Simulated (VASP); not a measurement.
Here is a VASP 6.6.1 calculation.

INCAR

```
SYSTEM = Cu
PREC = Accurate ; ENCUT = 520
EDIFF = 1E-6 ; ISMEAR = -1
SIGMA = 0.05 ; LREAL = .False.
LASPH = .True. ; NELM = 60
ALGO = Normal ; ISIF = 2
LWAVE = .False. ; LCHARG = .False.
GGA = PE ; NBANDS = 18
```

KPOINTS

```
regular mesh
0
Gamma
  19 19 10
  0 0 0
```

File POSCAR:

```
Cu
1.0
    2.3774709473      0.0000000000      0.0000000000
   -1.1887354736      2.0589502371      0.0000000000
    0.0000000000      0.0000000000      3.9111843981
Cu
2
Direct
    0.3333333333      0.6666666667      0.2500000000
    0.6666666667      0.3333333333      0.7500000000
```

Potentials or basis: VASP PAW PBE potentials, release 64 (Cu).

The run is started by

```bash
$ cat potpaw_PBE.64/Cu/POTCAR > POTCAR
$ mpirun -np 1 vasp_std > vasp.out
```

Problem. What does it give for the band gap on the k mesh?

Solution. Zero (bands 11 and 12 overlap by 6.58 eV).

Problem. Predict the pressure.

Solution. 55.1 GPa.

Caveat: the cell stands under pressure.
